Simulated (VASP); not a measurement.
A run of VASP 6.6.1 is set up as follows.

Contents of INCAR:

```
SYSTEM = W
ALGO     = Fast           ! electronic algorithm
EDIFF    = 1E-6           ! SCF threshold, eV
EDIFFG   = -0.04          ! ionic threshold
ENCUT    = 600            ! plane-wave cutoff, eV
GGA      = PE             ! functional
IBRION   = 2              ! ionic algorithm
ISIF     = 3              ! what is computed and relaxed
ISMEAR   = 0              ! smearing method
ISYM     = 0            
LASPH    = .TRUE.         ! aspherical terms in the spheres
LCHARG   = .FALSE.        ! write CHGCAR
LREAL    = .FALSE.        ! projectors in reciprocal space
LWAVE    = .FALSE.        ! write WAVECAR
NELM     = 100            ! most SCF steps
NSW      = 45             ! ionic steps
PREC     = Accurate       ! precision mode
SIGMA    = 0.1            ! smearing width, eV
```

File KPOINTS:

```
k-points
0
G
  4 4 3
  0 0 0
```

POSCAR

```
W
1.0
    4.9872227356      0.0088599049     -0.0107740957
   -0.0103813698      4.9311958605     -0.8889683917
    0.0156052613     -0.8083119572      7.1249382197
W
10
Direct
    0.7220355281      0.1301188529      0.5211754994
    0.7221583781      0.3144032087      0.9045960148
    0.2219433315      0.3542757291      0.3984169361
    0.2222618350      0.0902471810      0.0273590305
    0.4786880263      0.7221508123      0.7128866138
    0.2220798743      0.8574183026      0.3966535562
    0.7221879195      0.9180983110      0.1209459719
    0.7219985673      0.5264267969      0.3048230336
    0.9654973198      0.7223669763      0.7128831933
    0.2221082123      0.5870998006      0.0291133805
```

Potentials or basis: VASP PAW PBE potentials, release 64 (W_sv).

Command:

```bash
$ cat potpaw_PBE.64/W_sv/POTCAR > POTCAR
$ mpirun -np 1 vasp_std > vasp.out
```

Question: What does it give for the band gap on the k mesh?

Answer: Zero (bands 70 and 71 overlap by 0.40 eV).

Question: Predict the relaxed cell.

Answer: a = 4.957 Å, b = 5.140 Å, c = 7.061 Å, α = 106.11°, β = 90.01°, γ = 90.01°.

Question: Predict the relaxed volume.

Answer: 17.29 Å³/atom.

Question: Predict the space group after relaxing (to 0.1 Å).

Answer: P2/m (No. 10).

Step by step:
```
step  energy change (eV)  largest force (eV/Å)  pressure (GPa)  volume (Å³)
   1              0.0000                0.3847            2.10       171.64
   2             -0.0364                0.4016           -6.15       177.14
   3             -0.1250                0.2583           -2.66       174.61
   4             -0.0818                0.3096            5.15       169.75
   5             -0.1538                0.2114            0.21       172.71
   6             -0.1623                0.1835            0.14       172.77
   7             -0.1624                0.1953            0.13       172.77
   8             -0.1646                0.0835           -0.31       173.08
   9             -0.1646                0.0744           -0.30       173.06
  10             -0.1648                0.0932            0.52       172.56
  11             -0.1651                0.0828            0.15       172.79
  12             -0.1657                0.0376            0.05       172.85
```

Caveat: spin-orbit coupling is left out, which moves the levels of the heavy elements.
